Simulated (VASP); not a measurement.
Set up this calculation in VASP 6.6.1, as the native input.

```yaml
Task: single point
Functional: PBE
Potentials_or_basis: VASP PAW PBE potentials, release 64 (Si, Ru_pv, Pd)
Cutoff: 500 eV
k_mesh: 3 × 3 × 4
Occupations: gaussian, width 0.2 eV
Spin: no spin polarisation
Dipole_correction: no
Further_INCAR_settings: ALGO = Normal; EDIFF = 1e-06; NBANDS = 51
```

The structure of SiPdRu5 lies in POSCAR:

```
SiPdRu5
1.0
    7.6439930610      0.0000000037      0.0000000000
   -3.8219965337      6.6198921753      0.0000000000
    0.0000000000      0.0000000000      4.3834944518
Si Ru Pd
1 5 1
Direct
    0.0000000000      0.0000000000      0.0000000000
    0.5000000000      0.0000000000      0.0000000000
    0.0000000000      0.5000000000      0.0000000000
    0.5000000000      0.5000000000      0.0000000000
    0.3333333333      0.6666666667      0.0000000000
    0.6666666667      0.3333333333      0.0000000000
    0.0000000000      0.0000000000      0.5000000000
```

The cell was built from a structure type or drawn by symmetry, and may not be a known phase.

One way to write it, as run:

INCAR

```
PREC = Accurate
ENCUT = 500
EDIFF = 1E-6
ISMEAR = 0
SIGMA = 0.2
LREAL = False
LASPH = True
NELM = 120
ALGO = Normal
ISIF = 2
LWAVE = False
LCHARG = True
GGA = PE
LELF = True
LVHAR = True
NBANDS = 51
GGA_COMPAT = False
```

KPOINTS

```
regular mesh
0
Gamma
  3 3 4
```

Potentials or basis: VASP PAW PBE potentials, release 64 (Si, Ru_pv, Pd).

Command:

```bash
$ cat potpaw_PBE.64/Si/POTCAR potpaw_PBE.64/Ru_pv/POTCAR potpaw_PBE.64/Pd/POTCAR > POTCAR
$ mpirun -np 1 vasp_std > vasp.out
```

Results of the run:

```json
{"Pressure": "0.5 GPa", "Band gap on the k mesh": "zero (bands 42 and 43 overlap by 0.78 eV)"}
```

Wall time 3.5 min on 1 thread of Intel Xeon 8259CL, with other jobs on the host, peak memory 0.35 GiB.
